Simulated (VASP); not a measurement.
# SnO (Romarchite) (P4/nmm) in VASP: a series of runs

The runs below take SnO (Romarchite) through relaxation of cell and atoms, with PBE.

Everything below comes from runs of VASP 6.6.1. Logs are shortened: lines on timing, memory, paths and dates and some standing lists are left out, and cuts for length are marked.

### 1 The cell of the first run

It takes space group P4/nmm (No. 129, tetragonal). The conventional cell has a = 3.799 Å, b = 3.799 Å, c = 4.841 Å, α = 90.00°, β = 90.00°, γ = 90.00°. Sn (site symmetry 4mm) has 4 O at 2.22 Å within 2.9 Å. Within 2.9 Å of O (site symmetry -4m2) lie 4 Sn at 2.22 Å and 4 O at 2.69 Å.

### 2 Relaxation of cell and atoms, PBE, target pressure 6 GPa, at which the enthalpy is minimised

INCAR

```
PREC     = Accurate       # precision mode
ENCUT    = 600            # plane-wave cutoff, eV
EDIFF    = 1E-6           # SCF threshold, eV
ISMEAR   = -1             # smearing method
SIGMA    = 0.1            # smearing width, eV
LREAL    = False          # projectors in reciprocal space
LASPH    = True           # aspherical terms in the spheres
NELM     = 60             # most SCF steps
ALGO     = Normal         # electronic algorithm
ISIF     = 3              # what is computed and relaxed
LWAVE    = False          # write WAVECAR
LCHARG   = False          # write CHGCAR
GGA      = PE             # functional
IBRION   = 2              # ionic algorithm
NSW      = 80             # ionic steps
EDIFFG   = -0.01          # ionic threshold
PSTRESS  = 60.0
```

KPOINTS

```
regular mesh
0
Gamma
  6 6 6
```

POSCAR

```
SnO
1.0
    3.7986000000      0.0000000000      0.0000000000
    0.0000000000      3.7986000000      0.0000000000
    0.0000000000      0.0000000000      4.8408000000
Sn O
2 2
Direct
    0.5000000000      0.0000000000      0.2369000000
    0.0000000000      0.5000000000      0.7631000000
    0.0000000000      0.0000000000      0.0000000000
    0.5000000000      0.5000000000      0.0000000000
```

Potentials or basis: VASP PAW PBE potentials, release 64 (Sn_d, O).

The run is started by

```bash
cat potpaw_PBE.64/Sn_d/POTCAR potpaw_PBE.64/O/POTCAR > POTCAR
mpirun -np 1 vasp_std > vasp.out
```

OUTCAR:

```text
PREC = Accurate
   ENCUT = 600
   EDIFF = 1E-6
   ISMEAR = -1
   LREAL = False
   LASPH = True
   NELM = 60
   ISIF = 3
   GGA = PE
   IBRION = 2
   NSW = 80
   EDIFFG = -0.01
   PSTRESS = 60.0

 ion  position               nearest neighbor table
   1  0.500  0.000  0.237-   3 2.22   4 2.22   4 2.22   3 2.22   2 3.53   2 3.53   2 3.53   2 3.53
                             2 3.70   2 3.70   2 3.70   2 3.70
   2  0.000  0.500  0.763-   3 2.22   4 2.22   3 2.22   4 2.22   1 3.53   1 3.53   1 3.53   1 3.53
                             1 3.70   1 3.70   1 3.70   1 3.70
   3  0.000  0.000  0.000-   1 2.22   2 2.22   2 2.22   1 2.22
   4  0.500  0.500  0.000-   1 2.22   2 2.22   1 2.22   2 2.22

  LATTYP: Found a simple tetragonal cell.
 ALAT       =     3.7986000000
 C/A-ratio  =     1.2743642395

  Lattice vectors:

 A1 = (   3.7986000000,   0.0000000000,   0.0000000000)
 A2 = (   0.0000000000,   3.7986000000,   0.0000000000)
 A3 = (   0.0000000000,   0.0000000000,   4.8408000000)

Analysis of symmetry for initial positions (statically):
=====================================================================
 Subroutine PRICEL returns:
 Original cell was already a primitive cell.

 Routine SETGRP: Setting up the symmetry group for a
 simple tetragonal supercell.

 Subroutine GETGRP returns: Found 16 space group operations
 (whereof  8 operations were pure point group operations)
 out of a pool of 16 trial point group operations.

The static configuration has the point symmetry D_2d.
 The point group associated with its full space group is D_4h.

Analysis of symmetry for dynamics (positions and initial velocities):
=====================================================================
 Subroutine PRICEL returns:
 Original cell was already a primitive cell.

 Routine SETGRP: Setting up the symmetry group for a
 simple tetragonal supercell.

 Subroutine GETGRP returns: Found 16 space group operations
 (whereof  8 operations were pure point group operations)
 out of a pool of 16 trial point group operations.

The dynamic configuration has the point symmetry D_2d.
 The point group associated with its full space group is D_4h.

 Subroutine INISYM returns: Found 16 space group operations
 (whereof  8 operations are pure point group operations),
 and found     1 'primitive' translations

----------------------------------------------------------------------------------------

                                     Primitive cell

  volume of cell :      69.8497

  direct lattice vectors                    reciprocal lattice vectors
     3.798600000  0.000000000  0.000000000     0.263254883  0.000000000  0.000000000
     0.000000000  3.798600000  0.000000000     0.000000000  0.263254883  0.000000000
     0.000000000  0.000000000  4.840800000     0.000000000  0.000000000  0.206577425

  length of vectors
     3.798600000  3.798600000  4.840800000     0.263254883  0.263254883  0.206577425

  position of ions in fractional coordinates (direct lattice)
     0.500000000  0.000000000  0.236900000
     0.000000000  0.500000000  0.763100000
     0.000000000  0.000000000  0.000000000
     0.500000000  0.500000000  0.000000000

  ion indices of the primitive-cell ions
   primitive index   ion index
                 1           1
                 2           2
                 3           3
                 4           4

----------------------------------------------------------------------------------------

 KPOINTS: regular mesh

Automatic generation of k-mesh.
 Grid dimensions read from file:
 generate k-points for:    6    6    6

 Generating k-lattice:

  Cartesian coordinates                     Fractional coordinates (reciprocal lattice)
     0.043875814  0.000000000  0.000000000     0.166666667  0.000000000  0.000000000
     0.000000000  0.043875814  0.000000000     0.000000000  0.166666667  0.000000000
     0.000000000  0.000000000  0.034429571     0.000000000  0.000000000  0.166666667

  Length of vectors
     0.043875814  0.043875814  0.034429571

  Shift w.r.t. Gamma in fractional coordinates (k-lattice)
     0.000000000  0.000000000  0.000000000

 Subroutine IBZKPT returns following result:
 ===========================================

 Found     40 irreducible k-points:

 Following reciprocal coordinates:
            Coordinates               Weight
  0.000000  0.000000  0.000000      1.000000
  0.166667  0.000000  0.000000      4.000000
  0.333333  0.000000  0.000000      4.000000
  0.500000  0.000000  0.000000      2.000000
  0.166667  0.166667  0.000000      4.000000
  0.333333  0.166667  0.000000      8.000000
[... 16 lines left out ...]
  0.333333  0.000000  0.333333      8.000000
  0.500000  0.000000  0.333333      4.000000
 [... further k-points ...]
   k-points           NKPTS =     40   k-points in BZ     NKDIM =     40   number of bands    NBANDS=     24
   number of dos      NEDOS =    301   number of ions     NIONS =      4
   total plane-waves  NPLWV =  36000
   dimension x,y,z NGX =    30 NGY =   30 NGZ =   40
   dimension x,y,z NGXF=    60 NGYF=   60 NGZF=   80
   ions per type =               2   2
   NGX,Y,Z   is equivalent  to a cutoff of  13.13, 13.13, 13.74 a.u.
   NGXF,Y,Z  is equivalent  to a cutoff of  26.26, 26.26, 27.47 a.u.
 SYSTEM =  unknown system
   PREC   = accura    normal or accurate (medium, high low for compatibility)
   ISTART =      0    job   : 0-new  1-cont  2-samecut
   ICHARG =      2    charge: 1-file 2-atom 10-const
   ISPIN  =      1    spin polarized calculation?
   LNONCOLLINEAR =      F non collinear calculations
   LSORBIT =      F    spin-orbit coupling
   LASPH  =      T    aspherical Exc in radial PAW
   ENCUT  =  600.0 eV  44.10 Ry    6.64 a.u.   7.59  7.59  9.67*2*pi/ulx,y,z
   NELM   =     60;   NELMIN=  2; NELMDL= -5     # of ELM steps
   EDIFF  = 0.1E-05   stopping-criterion for ELM
   LREAL  =      F    real-space projection
   EDIFFG = -.1E-01   stopping-criterion for IOM
   NSW    =     80    number of steps for IOM
   IBRION =      2    ionic relax: 0-MD 1-quasi-New 2-CG
   NFREE  =      1    steps in history (QN), initial steepest desc. (CG)
   ISIF   =      3    stress and relaxation
   ISYM   =      2    0-nonsym 1-usesym 2-fastsym
   POTIM  = 0.5000    time-step for ionic-motion
   TEBEG  =    0.0;   TEEND  =   0.0 temperature during run
   PSTRESS=   60.0 pullay stress
   NELECT =      40.0000    total number of electrons
   NUPDOWN=      -1.0000    fix difference up-down
   EMIN   =  10.00;   EMAX   =-10.00  energy-range for DOS
   EFERMI =   0.00;   METHOD = LEGACY
   ISMEAR =    -1;   SIGMA  =   0.10  broadening in eV -4-tet -1-fermi 0-gaus
   EFERMI_NEDOS =   21; number of points for ismear=-14 and -15
   IALGO  =     38    algorithm
   IMIX   =      4    mixing-type and parameters
     AMIX     =   0.40;   BMIX     =  1.00
     AMIX_MAG =   1.60;   BMIX_MAG =  1.00
  volume/ion in A,a.u.               =      17.46       117.84
  Fermi-wavevector in a.u.,A,eV,Ry     =   1.359482  2.569048 25.146163  1.848191
  Thomas-Fermi vector in A             =   2.486226
   LORBIT       =      0    0 simple, 1 ext, 2 COOP (PROOUT), +10 PAW based schemes
   GGA     = PE    functional components
   LHFCALC =     F    Hartree Fock is set to
   AEXX    =    0.0000 exact exchange contribution
   IVDW    =     0    specifies the selected vdW correction
   LEPSILON=     F    determine dielectric tensor
   LRPA    =     F    only Hartree local field effects (RPA)
 conjugate gradient relaxation of ions
 non-spin polarized calculation
  energy-cutoff  :      600.00
  volume of cell :       69.85
 maximum number of plane-waves:      2354
   NGX = 15   NGY = 15   NGZ = 19

--------------------------------------- Ionic step        1  -------------------------------------------

 number of electron      40.0000023 magnetization

 Free energy of the ion-electron system (eV)
  ---------------------------------------------------
  ext. energy  EPLUGINS =         0.00000000
  ---------------------------------------------------
  free energy    TOTEN  =       -22.66682519 eV

  energy without entropy =      -22.66125372  energy(sigma->0) =      -22.66403945

------------------------ aborting loop because EDIFF is reached ----------------------------------------

  FORCE on cell =-STRESS in cart. coord.  units (eV):
  Direction    XX          YY          ZZ          XY          YZ          ZX
  --------------------------------------------------------------------------------------
  -------------------------------------------------------------------------------------
  Total        2.3014627      2.3014627      1.8387685      0.0000000     -0.0000000      0.0000000
  in kB       52.7898301     52.7898301     42.1767760      0.0000000     -0.0000000      0.0000000
  external PRESSURE =     -10.7478546 kB  Pullay stress =      60.0000000 kB
[... 103 lines left out ...]
  energy  without entropy=      -22.5906620098  energy(sigma->0) =      -22.59595919

  enthalpy is  TOTEN    =       -20.1199609141 eV   P V=        2.4812954480

[... ionic steps 4 to 9 ...]

--------------------------------------- Ionic step       10  -------------------------------------------

 number of electron      40.0000021 magnetization

------------------------ aborting loop because EDIFF is reached ----------------------------------------
[... 75 lines left out ...]
--------------------------------------- Ionic step       12  -------------------------------------------

 number of electron      40.0000021 magnetization

 Free energy of the ion-electron system (eV)
  ---------------------------------------------------
  ext. energy  EPLUGINS =         0.00000000
  ---------------------------------------------------
  free energy    TOTEN  =       -22.56583606 eV

  energy without entropy =      -22.55495531  energy(sigma->0) =      -22.56039568

 E-fermi :   8.1454     XC(G=0): -10.7537

 val. band max:        8.0702417567   @ k =   0.0000   0.0000   0.1667
 cond. band min:       8.1749760396   @ k =   0.0000   0.0000   0.0000
 fundamental gap:      0.1047342830
 Fermi energy:         8.1453988612

 k-point     1 :       0.0000    0.0000    0.0000
  band No.  band energies     occupation
      1     -13.9722      2.00000
      2     -13.5485      2.00000
      3     -13.5485      2.00000
      4     -13.5163      2.00000
      5     -13.4970      2.00000
      6     -13.4968      2.00000
[... 637 lines left out ...]
     23      13.3235      0.00000
     24      13.3235      0.00000

 [... further k-points ...]

------------------------ aborting loop because EDIFF is reached ----------------------------------------

  FORCE on cell =-STRESS in cart. coord.  units (eV):
  Direction    XX          YY          ZZ          XY          YZ          ZX
  --------------------------------------------------------------------------------------
  -------------------------------------------------------------------------------------
  Total        2.4203223      2.4203223      2.4388483      0.0000000     -0.0000000      0.0000000
  in kB       60.1049842     60.1049842     60.5650490      0.0000000     -0.0000000      0.0000000
  external PRESSURE =       0.2583391 kB  Pullay stress =      60.0000000 kB
[... 23 lines left out ...]
  energy  without entropy=      -22.5549553081  energy(sigma->0) =      -22.56039568

  enthalpy is  TOTEN    =       -20.1497412838 eV   P V=        2.4160947752

 reached required accuracy - stopping structural energy minimisation
```

It took 15 min on 1 thread of AMD EPYC 7R13, shared host; peak memory 0.21 GiB.

What came out:

```
Free energy                                            : -22.5658 eV
Relaxed volume                                         : 16.13 Å³/atom
Relaxed cell                                           : a = 3.786 Å, b = 3.786 Å, c = 4.502 Å, α = 90.00°, β = 90.00°, γ = 90.00°
Space group after relaxing (to 0.05 Å)                 : P4/nmm (No. 129)
Energy change on relaxing (the enthalpy is what falls) : +25.2 meV/atom
Ionic steps                                            : 12
Pressure after relaxing                                : 6.0 GPa
Largest force after relaxing                           : 0.008 eV/Å
Band gap on the k mesh                                 : zero (band 20 reaches 8.18 eV, above the bottom of band 21 at 7.65 eV)
```

Forces on the atoms (eV/Å):
```
Sn   0.000  0.000 -0.008
Sn   0.000  0.000  0.008
O    0.000  0.000  0.000
O    0.000  0.000  0.000
```

Step by step:
```csv
step,energy change (eV),largest force (eV/Å),pressure (GPa),volume (Å³)
1,0.0000,0.6098,4.93,69.85
2,0.0060,0.3108,4.69,68.67
3,0.0656,0.3251,4.41,66.26
4,0.1227,0.0334,6.99,64.29
5,0.1255,0.0226,7.11,64.22
6,0.1095,0.0361,6.48,64.38
7,0.1005,0.0521,5.92,64.53
8,0.1000,0.0534,5.90,64.55
9,0.0998,0.0531,5.84,64.55
10,0.1043,0.0196,6.20,64.43
11,0.1023,0.0128,6.05,64.48
12,0.1010,0.0076,6.03,64.52
```

Final structure:
```cif
data_structure
_symmetry_space_group_name_H-M 'P 1'
_symmetry_Int_Tables_number 1
_cell_length_a 3.7858
_cell_length_b 3.7858
_cell_length_c 4.5015
_cell_angle_alpha 90.000
_cell_angle_beta 90.000
_cell_angle_gamma 90.000
_cell_volume 64.52
loop_
_atom_site_label
_atom_site_type_symbol
_atom_site_fract_x
_atom_site_fract_y
_atom_site_fract_z
_atom_site_occupancy
Sn1 Sn 0.50000 0.00000 0.25883 1
Sn2 Sn 0.00000 0.50000 0.74117 1
O1 O 0.00000 0.00000 0.00000 1
O2 O 0.50000 0.50000 0.00000 1
```

Caveat: the cell is relaxed towards a set pressure, so the enthalpy falls and the energy may rise; spin-orbit coupling is left out, which moves the levels of the heavy elements.

(Continued in part 2 of 2.)
